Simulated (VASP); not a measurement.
Si, 2 atoms in the cell. It takes space group P6_3/mmc (No. 194, hexagonal). Conventional cell: a = 2.444 Å, b = 2.444 Å, c = 4.152 Å, α = 90.00°, β = 90.00°, γ = 120.00°. Within 3.2 Å of Si (site symmetry -6m2) lie 12 Si at 2.44 to 2.51 Å. 

- Program: VASP 6.6.1
- Task: single point
- Functional: PBE
- Potentials or basis: VASP PAW PBE potentials, release 64 (Si)
- Cutoff: 520 eV
- k mesh: 13 × 13 × 7
- Occupations: methfessel-paxton, width 0.3 eV
- Spin: no spin polarisation
- Dipole correction: no
- Further INCAR settings: ALGO = Normal; EDIFF = 1e-07; NBANDS = 11

Potentials or basis: VASP PAW PBE potentials, release 64 (Si).

Command:

```console
$ cat potpaw_PBE.64/Si/POTCAR > POTCAR
$ mpirun -np 1 vasp_std > vasp.out
```

Hardware: 1 thread of Intel(R) Xeon(R) 6975P-C (Granite Rapids), on a shared host.

Question: How long does it take, and how much memory?

Answer: Wall time 7.3 s on 1 thread of Intel(R) Xeon(R) 6975P-C (Granite Rapids) (shared host), peak memory 0.13 GiB. Counts: scf iterations 12, k points 84.
